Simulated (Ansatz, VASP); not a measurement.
## One calculation of SnPt3, two programs

Contents of INCAR:

```
  PREC = Accurate
  ENCUT = 520
  EDIFF = 1E-6
  ISMEAR = -1
  SIGMA = 0.05
  LREAL = F
  LASPH = T
  NELM = 80
  ALGO = Normal
  ISIF = 2
  LWAVE = F
  LCHARG = F
  GGA = CA
  NBANDS = 30
```

The input KPOINTS:

```
regular mesh
0
Gamma
  8 8 8
```

The input POSCAR:

```
SnPt3
1.0
    4.0800000000      0.0000000000      0.0000000000
    0.0000000000      4.0800000000      0.0000000000
    0.0000000000      0.0000000000      4.0000000000
Sn Pt
1 3
Direct
    0.0000000000      0.0000000000      0.0000000000
    0.0000000000      0.5000000000      0.5000000000
    0.5000000000      0.0000000000      0.5000000000
    0.5000000000      0.5000000000      0.0000000000
```

Input for Ansatz:

```yaml
crystal:
  lattice:
    - [4.08, 0.0, 0.0]
    - [0.0, 4.08, 0.0]
    - [0.0, 0.0, 4.0]
  atoms:
    - { symbol: Sn, position: [0.0, 0.0, 0.0] }
    - { symbol: Pt, position: [0.0, 0.5, 0.5] }
    - { symbol: Pt, position: [0.5, 0.0, 0.5] }
    - { symbol: Pt, position: [0.5, 0.5, 0.0] }
kpoints:
  mp_grid: { grid: [8, 8, 8] }
  band_path:
    path:
      - [0.0, 0.0, 0.0]
      - [0.0, 0.5, 0.0]
      - [0.5, 0.5, 0.0]
      - [0.0, 0.0, 0.0]
      - [0.0, 0.0, 0.5]
      - [0.0, 0.5, 0.5]
      - [0.5, 0.5, 0.5]
      - [0.0, 0.0, 0.5]
      - [0.0, 0.5, 0.0]
    npoints: 5
scf:
  occupations: { method: fermi_dirac, width: 0.05 }
hamiltonian:
  xc: lda
  pseudopotentials: { kind: all_electron, lapw: { basis_error: 0.0005 } }
output:
  forces: true
  stress: true
  eigenvalues: true
```

Change from the starting cell: equal xx and yy strain of +2 %.

Alike in both runs: task single point; functional LDA; k mesh 8 × 8 × 8; occupations fermi-dirac, width 0.05 eV; no spin polarisation.

```csv
,VASP,Ansatz
version,VASP 6.6.1,Ansatz 0.2.0
potentials or method,"VASP PAW LDA potentials, release 64 (Sn_d, Pt), cutoff 520 eV","all-electron LAPW, scalar-relativistic"
```

```csv
,VASP,Ansatz,Ansatz less VASP
pressure (GPa),-11.0,-11.6,-0.58
"traceless stress, the component that is largest in VASP (GPa)",1.22,1.20,-0.017
```

LDA's correlation is that of Perdew and Zunger in VASP and of Perdew and Wang (1992) in Ansatz. Ansatz ran all-electron here, and VASP with PAW potentials.

Neither program's run includes spin-orbit coupling.
